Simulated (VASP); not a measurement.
Wanted: the native input for a VASP 6.6.1 run.

```yaml
Task: single point
Functional: PBEsol
Potentials_or_basis: VASP PAW PBE potentials, release 64 (C)
Cutoff: 520 eV
k_mesh: 15 × 15 × 1
Occupations: gaussian, width 0.1 eV
Spin: no spin polarisation
Dipole_correction: no
Further_INCAR_settings: ALGO = Normal; EDIFF = 1e-06; NBANDS = 26
```

The structure of C lies in POSCAR:

```
C
1.0
    2.4589569351      0.0000000000      0.0000000000
   -1.2294784676      2.1295191726      0.0000000000
    0.0000000000      0.0000000000     59.6135152347
C
8
Direct
    0.0000000000      0.0000000000      0.1258103967
    0.6666666667      0.3333333333      0.1258146899
    0.0000000000      0.0000000000      0.4697298734
    0.3333333333      0.6666666667      0.4697255801
    0.0000000000      0.0000000000      0.5302701266
    0.6666666667      0.3333333333      0.5302744199
    0.3333333333      0.6666666667      0.8741853101
    0.0000000000      0.0000000000      0.8741896033
```

One way to write it, as run:

INCAR

```
SYSTEM = C
  PREC = Accurate
  ENCUT = 520
  EDIFF = 1E-6
  ISMEAR = 0
  SIGMA = 0.1
  LREAL = .FALSE.
  LASPH = .TRUE.
  NELM = 60
  ALGO = Normal
  ISIF = 2
  LWAVE = .FALSE.
  LCHARG = .FALSE.
  GGA = PS
  NBANDS = 26
```

KPOINTS

```
Automatic mesh
0
G
  15 15 1
  0 0 0
```

Potentials or basis: VASP PAW PBE potentials, release 64 (C).

The run is started by

```console
$ cat potpaw_PBE.64/C/POTCAR > POTCAR
$ mpirun -np 1 vasp_std > vasp.out
```

Results of the run:

- Largest force: 0.004 eV/Å
- Band gap on the k mesh: zero (filled and empty bands touch)

Caveat: the PAW data sets were made with another functional, which shifts forces and pressure a little.

Run time: 4.9 min on 1 thread of Intel(R) Xeon(R) Platinum 8559C (Emerald Rapids) (shared host), peak memory 0.45 GiB.
